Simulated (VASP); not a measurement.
# MgSe (f.blda) (Fm-3m) in VASP: notebook

Runs on MgSe (f.blda). Level: LDA. Tasks: single point.

Program: VASP 6.6.1. These are calculated values, not measurements. Logs are shortened: lines on timing, memory, paths and dates and some standing lists are left out, and cuts for length are marked.

## 1. The cell of the first run

The structure is cubic, space group Fm-3m (No. 225). Conventional cell: a = 5.392 Å, b = 5.392 Å, c = 5.392 Å, α = 90.00°, β = 90.00°, γ = 90.00°. Mg (site symmetry m-3m) has 6 Se at 2.70 Å within 3.6 Å. Se (site symmetry m-3m) has 6 Mg at 2.70 Å within 3.6 Å.

## 2. Single point, LDA

INCAR

```
SYSTEM = MgSe
ALGO = Normal
EDIFF = 1E-6
ENCUT = 600
GGA = CA
GGA_COMPAT = .False.
ISIF = 2
ISMEAR = 0
LASPH = .True.
LCHARG = .False.
LREAL = .False.
LWAVE = .False.
NBANDS = 11
NELM = 120
PREC = Accurate
SIGMA = 0.02
```

KPOINTS

```
k-points
0
Gamma
  8 8 8
  0 0 0
```

POSCAR

```
MgSe
1.0
    0.0000000000      2.6958605978      2.6958605978
    2.6958605978      0.0000000000      2.6958605978
    2.6958605978      2.6958605978      0.0000000000
Mg Se
1 1
Direct
    0.0000000000      0.0000000000      0.0000000000
    0.5000000000      0.5000000000      0.5000000000
```

Potentials or basis: VASP PAW LDA potentials, release 64 (Mg, Se).

On the command line:

```console
$ cat potpaw_LDA.64/Mg/POTCAR potpaw_LDA.64/Se/POTCAR > POTCAR
$ mpirun -np 1 vasp_std > vasp.out
```

OUTCAR:

```text
SYSTEM = MgSe
   EDIFF = 1E-6
   ENCUT = 600
   GGA = CA
   ISIF = 2
   ISMEAR = 0
   LASPH = .True.
   LREAL = .False.
   NELM = 120
   PREC = Accurate

 ion  position               nearest neighbor table
   1  0.000  0.000  0.000-   2 2.70   2 2.70   2 2.70   2 2.70   2 2.70   2 2.70
   2  0.500  0.500  0.500-   1 2.70   1 2.70   1 2.70   1 2.70   1 2.70   1 2.70

  LATTYP: Found a face centered cubic cell.
 ALAT       =     5.3917211956

  Lattice vectors:

 A1 = (   0.0000000000,   2.6958605978,   2.6958605978)
 A2 = (   2.6958605978,   0.0000000000,   2.6958605978)
 A3 = (   2.6958605978,   2.6958605978,   0.0000000000)

Analysis of symmetry for initial positions (statically):
=====================================================================
 Subroutine PRICEL returns:
 Original cell was already a primitive cell.

 Routine SETGRP: Setting up the symmetry group for a
 face centered cubic supercell.

 Subroutine GETGRP returns: Found 48 space group operations
 (whereof 48 operations were pure point group operations)
 out of a pool of 48 trial point group operations.

The static configuration has the point symmetry O_h .

Analysis of symmetry for dynamics (positions and initial velocities):
=====================================================================
 Subroutine PRICEL returns:
 Original cell was already a primitive cell.

 Routine SETGRP: Setting up the symmetry group for a
 face centered cubic supercell.

 Subroutine GETGRP returns: Found 48 space group operations
 (whereof 48 operations were pure point group operations)
 out of a pool of 48 trial point group operations.

The dynamic configuration has the point symmetry O_h .

 Subroutine INISYM returns: Found 48 space group operations
 (whereof 48 operations are pure point group operations),
 and found     1 'primitive' translations

----------------------------------------------------------------------------------------

                                     Primitive cell

  volume of cell :      39.1852

  direct lattice vectors                    reciprocal lattice vectors
     0.000000000  2.695860598  2.695860598    -0.185469531  0.185469531  0.185469531
     2.695860598  0.000000000  2.695860598     0.185469531 -0.185469531  0.185469531
     2.695860598  2.695860598  0.000000000     0.185469531  0.185469531 -0.185469531

  length of vectors
     3.812522620  3.812522620  3.812522620     0.321242650  0.321242650  0.321242650

  position of ions in fractional coordinates (direct lattice)
     0.000000000  0.000000000  0.000000000
     0.500000000  0.500000000  0.500000000

  ion indices of the primitive-cell ions
   primitive index   ion index
                 1           1
                 2           2

----------------------------------------------------------------------------------------

 KPOINTS: k-points

Automatic generation of k-mesh.
 Grid dimensions read from file:
 generate k-points for:    8    8    8

 Generating k-lattice:

  Cartesian coordinates                     Fractional coordinates (reciprocal lattice)
    -0.023183691  0.023183691  0.023183691     0.125000000  0.000000000  0.000000000
     0.023183691 -0.023183691  0.023183691     0.000000000  0.125000000  0.000000000
     0.023183691  0.023183691 -0.023183691     0.000000000  0.000000000  0.125000000

  Length of vectors
     0.040155331  0.040155331  0.040155331

  Shift w.r.t. Gamma in fractional coordinates (k-lattice)
     0.000000000  0.000000000  0.000000000

 Subroutine IBZKPT returns following result:
 ===========================================

 Found     29 irreducible k-points:

 Following reciprocal coordinates:
            Coordinates               Weight
  0.000000  0.000000  0.000000      1.000000
  0.125000  0.000000  0.000000      8.000000
  0.250000  0.000000  0.000000      8.000000
  0.375000  0.000000  0.000000      8.000000
  0.500000  0.000000  0.000000      4.000000
  0.125000  0.125000  0.000000      6.000000
[... 16 lines left out ...]
  0.500000  0.250000  0.125000     48.000000
 -0.375000  0.250000  0.125000     24.000000
 [... further k-points ...]
   k-points           NKPTS =     29   k-points in BZ     NKDIM =     29   number of bands    NBANDS=     11
   number of dos      NEDOS =    301   number of ions     NIONS =      2
   total plane-waves  NPLWV =  27000
   dimension x,y,z NGX =    30 NGY =   30 NGZ =   30
   dimension x,y,z NGXF=    60 NGYF=   60 NGZF=   60
   ions per type =               1   1
   NGX,Y,Z   is equivalent  to a cutoff of  13.08, 13.08, 13.08 a.u.
   NGXF,Y,Z  is equivalent  to a cutoff of  26.16, 26.16, 26.16 a.u.
 SYSTEM =  MgSe
   PREC   = accura    normal or accurate (medium, high low for compatibility)
   ISTART =      0    job   : 0-new  1-cont  2-samecut
   ICHARG =      2    charge: 1-file 2-atom 10-const
   ISPIN  =      1    spin polarized calculation?
   LNONCOLLINEAR =      F non collinear calculations
   LSORBIT =      F    spin-orbit coupling
   LASPH  =      T    aspherical Exc in radial PAW
   ENCUT  =  600.0 eV  44.10 Ry    6.64 a.u.   7.61  7.61  7.61*2*pi/ulx,y,z
   NELM   =    120;   NELMIN=  2; NELMDL= -5     # of ELM steps
   EDIFF  = 0.1E-05   stopping-criterion for ELM
   LREAL  =      F    real-space projection
   EDIFFG = 0.1E-04   stopping-criterion for IOM
   NSW    =      0    number of steps for IOM
   IBRION =     -1    ionic relax: 0-MD 1-quasi-New 2-CG
   NFREE  =      0    steps in history (QN), initial steepest desc. (CG)
   ISIF   =      2    stress and relaxation
   ISYM   =      2    0-nonsym 1-usesym 2-fastsym
   POTIM  = 0.5000    time-step for ionic-motion
   TEBEG  =    0.0;   TEEND  =   0.0 temperature during run
   PSTRESS=    0.0 pullay stress
   NELECT =       8.0000    total number of electrons
   NUPDOWN=      -1.0000    fix difference up-down
   EMIN   =  10.00;   EMAX   =-10.00  energy-range for DOS
   EFERMI =   0.00;   METHOD = LEGACY
   ISMEAR =     0;   SIGMA  =   0.02  broadening in eV -4-tet -1-fermi 0-gaus
   EFERMI_NEDOS =   21; number of points for ismear=-14 and -15
   IALGO  =     38    algorithm
   IMIX   =      4    mixing-type and parameters
     AMIX     =   0.40;   BMIX     =  1.00
     AMIX_MAG =   1.60;   BMIX_MAG =  1.00
  volume/ion in A,a.u.               =      19.59       132.22
  Fermi-wavevector in a.u.,A,eV,Ry     =   0.963971  1.821641 12.643084  0.929240
  Thomas-Fermi vector in A             =   2.093562
   LORBIT       =      0    0 simple, 1 ext, 2 COOP (PROOUT), +10 PAW based schemes
   GGA     = CA    functional components
   LHFCALC =     F    Hartree Fock is set to
   AEXX    =    0.0000 exact exchange contribution
   IVDW    =     0    specifies the selected vdW correction
   LEPSILON=     F    determine dielectric tensor
   LRPA    =     F    only Hartree local field effects (RPA)
 non-spin polarized calculation
 Gauss-broadening in eV      SIGMA  =   0.02
  energy-cutoff  :      600.00
  volume of cell :       39.19
 maximum number of plane-waves:      1325
   NGX = 15   NGY = 15   NGZ = 15

 number of electron       8.0000000 magnetization

 Free energy of the ion-electron system (eV)
  ---------------------------------------------------
  ext. energy  EPLUGINS =         0.00000000
  ---------------------------------------------------
  free energy    TOTEN  =        -8.60128623 eV

  energy without entropy =       -8.60128623  energy(sigma->0) =       -8.60128623

 E-fermi :   3.5773     XC(G=0):  -9.8836

 val. band max:        3.4575216782   @ k =   0.0000   0.0000   0.0000
 cond. band min:       5.1600919020   @ k =   0.5000   0.5000   0.0000
 fundamental gap:      1.7025702238
 Fermi energy:         3.5772960935

 k-point     1 :       0.0000    0.0000    0.0000
  band No.  band energies     occupation
      1      -9.6978      2.00000
      2       3.4575      2.00000
      3       3.4575      2.00000
      4       3.4575      2.00000
      5       6.0812      0.00000
      6      10.8040      0.00000
      7      10.8040      0.00000
      8      10.8040      0.00000
      9      13.4542      0.00000
     10      13.4542      0.00000
     11      14.3789      0.00000

 k-point     2 :       0.1250    0.0000    0.0000
  band No.  band energies     occupation
      1      -9.5570      2.00000
      2       2.1851      2.00000
      3       3.3492      2.00000
      4       3.3492      2.00000
      5       7.0600      0.00000
      6      10.5057      0.00000
      7      11.0436      0.00000
      8      11.0436      0.00000
      9      12.4116      0.00000
     10      12.4116      0.00000
     11      14.2303      0.00000

 k-point     3 :       0.2500    0.0000    0.0000
  band No.  band energies     occupation
      1      -9.1776      2.00000
      2       0.3131      2.00000
      3       3.1159      2.00000
      4       3.1159      2.00000
      5       7.5514      0.00000
      6      10.4821      0.00000
      7      10.4821      0.00000
      8      11.2962      0.00000
      9      13.0327      0.00000
     10      13.0327      0.00000
     11      13.4369      0.00000

 k-point     4 :       0.3750    0.0000    0.0000
  band No.  band energies     occupation
      1      -8.7194      2.00000
      2      -1.1464      2.00000
      3       2.9135      2.00000
      4       2.9135      2.00000
      5       7.3259      0.00000
      6       9.7528      0.00000
      7       9.7528      0.00000
      8      12.2442      0.00000
      9      13.8040      0.00000
     10      15.0067      0.00000
     11      15.0067      0.00000
[... 239 lines left out ...]
 k-point    22 :       0.3750    0.2500    0.1250
  band No.  band energies     occupation
      1      -8.8813      2.00000
      2       0.0501      2.00000
      3       1.8232      2.00000
      4       2.7092      2.00000
      5       8.3111      0.00000
      6       9.4061      0.00000
      7       9.7442      0.00000
      8      11.9176      0.00000
      9      13.0165      0.00000
     10      16.0043      0.00000
     11      16.4005      0.00000

 k-point    23 :       0.5000    0.2500    0.1250
  band No.  band energies     occupation
      1      -8.4953      2.00000
      2      -0.7953      2.00000
      3       1.2523      2.00000
      4       2.3520      2.00000
      5       8.1816      0.00000
      6       9.1337      0.00000
      7      10.6708      0.00000
      8      11.8190      0.00000
      9      14.4314      0.00000
     10      16.1684      0.00000
     11      16.9667      0.00000

 k-point    24 :      -0.3750    0.2500    0.1250
  band No.  band energies     occupation
      1      -8.3126      2.00000
      2      -1.1828      2.00000
      3       1.1048      2.00000
      4       2.1666      2.00000
      5       8.1551      0.00000
      6       8.8376      0.00000
      7      11.2305      0.00000
      8      12.6047      0.00000
      9      14.5450      0.00000
     10      15.2582      0.00000
     11      17.6161      0.00000

 [... further k-points ...]
[... 5 lines left out ...]
  --------------------------------------------------------------------------------------
  -------------------------------------------------------------------------------------
  Total       -0.0762334     -0.0762334     -0.0762334     -0.0000000      0.0000000     -0.0000000
  in kB       -3.1169754     -3.1169754     -3.1169754     -0.0000000      0.0000000     -0.0000000
  external PRESSURE =      -3.1169754 kB  Pullay stress =       0.0000000 kB

 VOLUME and BASIS-vectors are now :
 -----------------------------------------------------------------------------
  energy-cutoff  :      600.00
  volume of cell :       39.19
      direct lattice vectors                 reciprocal lattice vectors
     0.000000000  2.695860598  2.695860598    -0.185469531  0.185469531  0.185469531
     2.695860598  0.000000000  2.695860598     0.185469531 -0.185469531  0.185469531
     2.695860598  2.695860598  0.000000000     0.185469531  0.185469531 -0.185469531

 POSITION                                       TOTAL-FORCE (eV/Angst)
 -----------------------------------------------------------------------------------
      0.00000      0.00000      0.00000         0.000000      0.000000     -0.000000
      2.69586      2.69586      2.69586        -0.000000     -0.000000      0.000000
 -----------------------------------------------------------------------------------
    total drift:                               -0.000000     -0.000000      0.000000

  FREE ENERGIE OF THE ION-ELECTRON SYSTEM (eV)
  ---------------------------------------------------
  free  energy   TOTEN  =        -8.6012862349 eV

  energy  without entropy=       -8.6012862349  energy(sigma->0) =       -8.60128623
```

It took 14 s on 1 thread of Intel Xeon Platinum 8375C at 2.90GHz (Ice Lake), shared host; peak memory 0.15 GiB.

Results:

```
Free energy            : -8.6013 eV
Pressure               : -0.3 GPa
Band gap on the k mesh : 1.70 eV, indirect (least direct gap 2.62 eV)
```

Levels at points of the mesh, in eV from the valence-band top:
```csv
k point,band 1,band 2,band 3,band 4,band 5,band 6,band 7,band 8
"(0.00, 0.00, 0.00)",-13.16,0.00,0.00,0.00,2.62,7.35,7.35,7.35
"(0.50, 0.00, 0.00)",-11.95,-5.18,-0.62,-0.62,3.75,6.04,6.04,8.67
"(0.50, 0.50, 0.00)",-11.61,-4.47,-1.88,-1.88,1.70,3.79,11.91,12.29
```

A k mesh can miss the band edges.

## 3. Single point, LDA

INCAR

```
PREC = Accurate
ENCUT = 600
EDIFF = 1E-6
ISMEAR = 0
SIGMA = 0.02
LREAL = F
LASPH = T
NELM = 120
ALGO = Normal
ISIF = 2
LWAVE = F
LCHARG = F
GGA = CA
NBANDS = 11
GGA_COMPAT = F
```

KPOINTS

```
regular mesh
0
Gamma
  10 10 10
```

POSCAR is that of step 2.

Potentials or basis: VASP PAW LDA potentials, release 64 (Mg, Se).

On the command line:

```console
$ cat potpaw_LDA.64/Mg/POTCAR potpaw_LDA.64/Se/POTCAR > POTCAR
$ mpirun -np 1 vasp_std > vasp.out
```

Run time: 26 s. Hardware: 1 thread of Intel Xeon Platinum 8375C at 2.90GHz (Ice Lake), shared host; peak memory 0.16 GiB.

The run converged. Its results:

- Free energy: -8.6019 eV
- Pressure: -0.3 GPa
- Band gap on the k mesh: 1.70 eV, indirect (least direct gap 2.62 eV)

Levels at points of the mesh, in eV from the valence-band top:
| k point | band 2 | band 3 | band 4 | band 5 | band 6 | band 7 |
| --- | --- | --- | --- | --- | --- | --- |
| (0.00, 0.00, 0.00) | 0.00 | 0.00 | 0.00 | 2.62 | 7.35 | 7.35 |
| (0.50, 0.00, 0.00) | -5.17 | -0.62 | -0.62 | 3.75 | 6.04 | 6.04 |
| (0.50, 0.50, 0.00) | -4.47 | -1.88 | -1.88 | 1.70 | 3.79 | 11.91 |

A k mesh can miss the band edges. LDA gaps usually lie below the measured ones, often by a third to a half.
